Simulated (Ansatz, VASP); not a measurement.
# Two plane-wave programs on Si3B4

```
Si B
1.0
     0.00000    3.47478    3.47478
     3.47478    0.00000    3.47478
     3.47478    3.47478    0.00000
Si B
3 4
Cartesian
  0.0000 0.0000 0.0000
  5.2122 5.2122 5.2122
  3.4748 3.4748 3.4748
  2.3423 2.3423 2.3423
  1.1325 1.1325 2.3423
  1.1325 2.3423 1.1325
  2.3423 1.1325 1.1325
```

Alike in both runs: functional PBE; k mesh 4 × 4 × 4; occupations gaussian, width 0.2 eV; no spin polarisation.

Ansatz relaxed the structure, and its values are those at the end. VASP's run is a single point on that final structure, the one shown.

|  | VASP | Ansatz |
| --- | --- | --- |
| version | VASP 6.6.1 | Ansatz 0.2.0 |
| potentials or method | VASP PAW PBE potentials, release 64 (Si, B), cutoff 500 eV | scalar-relativistic, plane waves, PAW |
| valence electrons in the cell | 24 | 24 |

VASP gave:

- gap on the k mesh at the Fermi level (eV): none
- pressure (GPa): 0.2
- rms of the force components (eV/Å): 0.001

Q: What did Ansatz give for the same quantities?

A: gap on the k mesh at the Fermi level (eV): none; pressure (GPa): 0.2; rms of the force components (eV/Å): 0.012.

A gap of «none» marks a metal or a gap that the smearing closes. With one functional, cell and mesh, what is left measures potentials, basis and numerics.

The k mesh is coarse, so the values compare programs but aren't converged.
